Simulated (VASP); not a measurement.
# La2Ge2W (P6/mmm) in VASP: single point with PBE

Aim: the single point of La2Ge2W with PBE.

Program: VASP 6.6.1. These are calculated values, not measurements. Logs are shortened: lines on timing, memory, paths and dates and some standing lists are left out, and cuts for length are marked.

## (1) The cell of the first run

The structure is hexagonal, space group P6/mmm (No. 191). The conventional cell has a = 4.352 Å, b = 4.352 Å, c = 7.594 Å, α = 90.00°, β = 90.00°, γ = 120.00°. Within 3.2 Å of La (site symmetry 6mm) lie 1 W at 2.42 Å and 1 La at 2.76 Å. Within 3.3 Å of Ge (site symmetry -6m2) lie 3 Ge at 2.51 Å and 3 W at 2.51 Å. W (site symmetry 6/mmm) has 2 La at 2.42 Å and 6 Ge at 2.51 Å within 3.2 Å.

## (2) Single point, PBE

File INCAR:

```
SYSTEM = La2Ge2W
  PREC = Accurate
  ENCUT = 520
  EDIFF = 1E-6
  ISMEAR = 0
  SIGMA = 0.1
  LREAL = .FALSE.
  LASPH = .TRUE.
  NELM = 80
  ALGO = Normal
  ISIF = 2
  LWAVE = .FALSE.
  LCHARG = .FALSE.
  GGA = PE
  NBANDS = 40
```

File KPOINTS:

```
Automatic mesh
0
G
  6 6 2
  0 0 0
```

File POSCAR:

```
La2Ge2W
1.0
    4.3518341600      0.0000000000      0.0000000000
   -2.1759170800      3.7687989300      0.0000000000
    0.0000000000      0.0000000000      7.5941853700
La Ge W
2 2 1
Direct
    0.0000000000      0.0000000000      0.1814660200
    0.0000000000      0.0000000000      0.8185339800
    0.3333333300      0.6666666700      0.5000000000
    0.6666666700      0.3333333300      0.5000000000
    0.0000000000      0.0000000000      0.5000000000
```

Potentials or basis: VASP PAW PBE potentials, release 64 (La, Ge_d, W_sv).

Command:

```console
$ cat potpaw_PBE.64/La/POTCAR potpaw_PBE.64/Ge_d/POTCAR potpaw_PBE.64/W_sv/POTCAR > POTCAR
$ mpirun -np 1 vasp_std > vasp.out
```

OUTCAR:

```text
SYSTEM = La2Ge2W
   PREC = Accurate
   ENCUT = 520
   EDIFF = 1E-6
   ISMEAR = 0
   LREAL = .FALSE.
   LASPH = .TRUE.
   NELM = 80
   ISIF = 2
   GGA = PE

 ion  position               nearest neighbor table
   1  0.000  0.000  0.181-   5 2.42   2 2.76
   2  0.000  0.000  0.819-   5 2.42   1 2.76
   3  0.333  0.667  0.500-   4 2.51   5 2.51   4 2.51   5 2.51   5 2.51   4 2.51
   4  0.667  0.333  0.500-   3 2.51   5 2.51   3 2.51   5 2.51   5 2.51   3 2.51
   5  0.000  0.000  0.500-   1 2.42   2 2.42   3 2.51   4 2.51   3 2.51   4 2.51   4 2.51   3 2.51

  LATTYP: Found a hexagonal cell.
 ALAT       =     4.3518341600
 C/A-ratio  =     1.7450539453

  Lattice vectors:

 A1 = (   4.3518341600,   0.0000000000,   0.0000000000)
 A2 = (  -2.1759170800,   3.7687989300,   0.0000000000)
 A3 = (   0.0000000000,   0.0000000000,   7.5941853700)

Analysis of symmetry for initial positions (statically):
=====================================================================
 Subroutine PRICEL returns:
 Original cell was already a primitive cell.

 Routine SETGRP: Setting up the symmetry group for a
 hexagonal supercell.

 Subroutine GETGRP returns: Found 24 space group operations
 (whereof 24 operations were pure point group operations)
 out of a pool of 24 trial point group operations.

The static configuration has the point symmetry D_6h.

Analysis of symmetry for dynamics (positions and initial velocities):
=====================================================================
 Subroutine PRICEL returns:
 Original cell was already a primitive cell.

 Routine SETGRP: Setting up the symmetry group for a
 hexagonal supercell.

 Subroutine GETGRP returns: Found 24 space group operations
 (whereof 24 operations were pure point group operations)
 out of a pool of 24 trial point group operations.

The dynamic configuration has the point symmetry D_6h.

 Subroutine INISYM returns: Found 24 space group operations
 (whereof 24 operations are pure point group operations),
 and found     1 'primitive' translations

----------------------------------------------------------------------------------------

                                     Primitive cell

  volume of cell :     124.5537

  direct lattice vectors                    reciprocal lattice vectors
     4.351834160  0.000000000  0.000000000     0.229788168  0.132668261  0.000000000
    -2.175917080  3.768798930  0.000000000     0.000000000  0.265336522  0.000000000
     0.000000000  0.000000000  7.594185370     0.000000000  0.000000000  0.131679693

  length of vectors
[... 81 lines left out ...]
   IBRION =     -1    ionic relax: 0-MD 1-quasi-New 2-CG
   NFREE  =      0    steps in history (QN), initial steepest desc. (CG)
   ISIF   =      2    stress and relaxation
   ISYM   =      2    0-nonsym 1-usesym 2-fastsym
   POTIM  = 0.5000    time-step for ionic-motion
   TEBEG  =    0.0;   TEEND  =   0.0 temperature during run
   PSTRESS=    0.0 pullay stress
   NELECT =      64.0000    total number of electrons
   NUPDOWN=      -1.0000    fix difference up-down
   EMIN   =  10.00;   EMAX   =-10.00  energy-range for DOS
   EFERMI =   0.00;   METHOD = LEGACY
   ISMEAR =     0;   SIGMA  =   0.10  broadening in eV -4-tet -1-fermi 0-gaus
   EFERMI_NEDOS =   21; number of points for ismear=-14 and -15
   IALGO  =     38    algorithm
   IMIX   =      4    mixing-type and parameters
     AMIX     =   0.40;   BMIX     =  1.00
     AMIX_MAG =   1.60;   BMIX_MAG =  1.00
  volume/ion in A,a.u.               =      24.91       168.11
  Fermi-wavevector in a.u.,A,eV,Ry     =   1.311241  2.477887 23.393232  1.719354
  Thomas-Fermi vector in A             =   2.441716
   LORBIT       =      0    0 simple, 1 ext, 2 COOP (PROOUT), +10 PAW based schemes
   GGA     = PE    functional components
   LHFCALC =     F    Hartree Fock is set to
   AEXX    =    0.0000 exact exchange contribution
   IVDW    =     0    specifies the selected vdW correction
   LEPSILON=     F    determine dielectric tensor
   LRPA    =     F    only Hartree local field effects (RPA)
 non-spin polarized calculation
 Gauss-broadening in eV      SIGMA  =   0.10
  energy-cutoff  :      520.00
  volume of cell :      124.55
 maximum number of plane-waves:      3370
   NGX = 17   NGY = 17   NGZ = 29

 number of electron      63.9999997 magnetization

 Free energy of the ion-electron system (eV)
  ---------------------------------------------------
  ext. energy  EPLUGINS =         0.00000000
  ---------------------------------------------------
  free energy    TOTEN  =       -27.56527072 eV

  energy without entropy =      -27.52391116  energy(sigma->0) =      -27.54459094

 E-fermi :   7.9691     XC(G=0): -10.3601

 val. band max:        7.9589622240   @ k =   0.5000   0.0000   0.5000
 cond. band min:       7.9762255945   @ k =   0.3333   0.0000   0.5000
 fundamental gap:      0.0172633705
 Fermi energy:         7.9691120401

 k-point     1 :       0.0000    0.0000    0.0000
  band No.  band energies     occupation
      1     -65.0826      2.00000
      2     -30.1824      2.00000
      3     -29.4989      2.00000
      4     -29.4989      2.00000
      5     -24.9305      2.00000
      6     -24.0272      2.00000
[... 591 lines left out ...]
     39      10.1942      0.00000
     40      10.1943      0.00000

------------------------ aborting loop because EDIFF is reached ----------------------------------------

  FORCE on cell =-STRESS in cart. coord.  units (eV):
  Direction    XX          YY          ZZ          XY          YZ          ZX
  --------------------------------------------------------------------------------------
  -------------------------------------------------------------------------------------
  Total       14.4402571     14.4402570     21.9633256      0.0000000     -0.0000000      0.0000000
  in kB      185.7500798    185.7500793    282.5219421      0.0000000     -0.0000000      0.0000000
  external PRESSURE =     218.0073671 kB  Pullay stress =       0.0000000 kB

 VOLUME and BASIS-vectors are now :
 -----------------------------------------------------------------------------
  energy-cutoff  :      520.00
  volume of cell :      124.55
      direct lattice vectors                 reciprocal lattice vectors
     4.351834160  0.000000000  0.000000000     0.229788168  0.132668261  0.000000000
    -2.175917080  3.768798930  0.000000000     0.000000000  0.265336522  0.000000000
     0.000000000  0.000000000  7.594185370     0.000000000  0.000000000  0.131679693

 POSITION                                       TOTAL-FORCE (eV/Angst)
 -----------------------------------------------------------------------------------
      0.00000      0.00000      1.37809        -0.000000     -0.000000      0.210650
      0.00000      0.00000      6.21610        -0.000000      0.000000     -0.210650
     -0.00000      2.51253      3.79709         0.000000     -0.000000     -0.000000
      2.17592      1.25627      3.79709        -0.000000      0.000000     -0.000000
      0.00000      0.00000      3.79709        -0.000000      0.000000     -0.000000
 -----------------------------------------------------------------------------------
    total drift:                               -0.000000      0.000000     -0.000000

  FREE ENERGIE OF THE ION-ELECTRON SYSTEM (eV)
  ---------------------------------------------------
  free  energy   TOTEN  =       -27.5652707176 eV

  energy  without entropy=      -27.5239111612  energy(sigma->0) =      -27.54459094
```

It took 2.4 min on 1 thread of Intel Xeon 8259CL, shared host; peak memory 0.29 GiB.

Results:

* Free energy: -27.5653 eV
* Pressure: 21.8 GPa
* Largest force: 0.211 eV/Å
* Band gap on the k mesh: zero (band 32 reaches 8.69 eV, above the bottom of band 33 at 7.45 eV)

Forces on the atoms (eV/Å):
```
La   0.000  0.000  0.211
La   0.000  0.000 -0.211
Ge   0.000  0.000  0.000
Ge   0.000  0.000  0.000
W    0.000  0.000  0.000
```

Caveat: the k points lie up to 0.41 Å⁻¹ apart; spin-orbit coupling is left out, which moves the levels of the heavy elements.
